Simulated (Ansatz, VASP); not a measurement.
## One calculation of Hg, two programs

INCAR

```
ALGO = Normal
EDIFF = 1E-7
ENCUT = 520
GGA = PS
ISIF = 2
ISMEAR = -1
LASPH = T
LCHARG = T
LELF = T
LREAL = F
LVHAR = T
LWAVE = F
NBANDS = 25
NELM = 60
PREC = Accurate
SIGMA = 0.05
```

The input KPOINTS:

```
k-points
0
Gamma
  8 8 9
```

File POSCAR:

```
Hg
1.0
    4.5400020208      0.0000000000      0.0000000000
   -2.2700010104      3.9317570832      0.0000000000
    0.0000000000      0.0000000000      3.8313000000
Hg
3
Direct
    0.3333333333      0.6666666667      0.5000000000
    0.0000000000      0.0000000000      0.0000000000
    0.6666666667      0.3333333333      0.5000000000
```

Input for Ansatz:

```yaml
crystal:
  lattice:
    - [4.5400020208, 0.0, 0.0]
    - [-2.2700010104, 3.9317570832, 0.0]
    - [0.0, 0.0, 3.8313]
  atoms:
    - { symbol: Hg, position: [0.3333333333, 0.6666666667, 0.5] }
    - { symbol: Hg, position: [0.0, 0.0, 0.0] }
    - { symbol: Hg, position: [0.6666666667, 0.3333333333, 0.5] }
kpoints:
  mp_grid: { grid: [8, 8, 9] }
  band_path:
    path:
      - [0.0, 0.0, 0.0]
      - [0.5, 0.0, 0.0]
      - [0.3333333333, 0.3333333333, 0.0]
      - [0.0, 0.0, 0.0]
      - [0.0, 0.0, 0.5]
      - [0.5, 0.0, 0.5]
      - [0.3333333333, 0.3333333333, 0.5]
      - [0.0, 0.0, 0.5]
      - [0.5, 0.0, 0.5]
    npoints: 5
scf:
  occupations: { method: fermi_dirac, width: 0.05 }
hamiltonian:
  xc: pbesol
  pseudopotentials: { kind: all_electron, lapw: { basis_error: 0.0005 } }
output:
  forces: true
  stress: true
  eigenvalues: true
```

Change from the starting cell: zz strain of -1 %.

Alike in both runs: task single point; functional PBEsol; k mesh 8 × 8 × 9; occupations fermi-dirac, width 0.05 eV; no spin polarisation.

```csv
,VASP,Ansatz
version,VASP 6.6.1,Ansatz 0.2.0
potentials or method,"VASP PAW PBE potentials, release 64 (Hg), cutoff 520 eV","all-electron LAPW, scalar-relativistic"
```

VASP gave:

| Quantity | Value |
| --- | --- |
| pressure (GPa) | 9.0 |
| traceless stress, the component that is largest in VASP (GPa) | -8.87 |

**Question.** Estimate Ansatz's values.

**Answer.** Pressure (GPa): 8.2; traceless stress, the component that is largest in VASP (GPa): -8.28.

VASP's potentials were made for PBE, not for PBEsol. Ansatz ran all-electron here, and VASP with PAW potentials.

Spin-orbit coupling is off throughout.
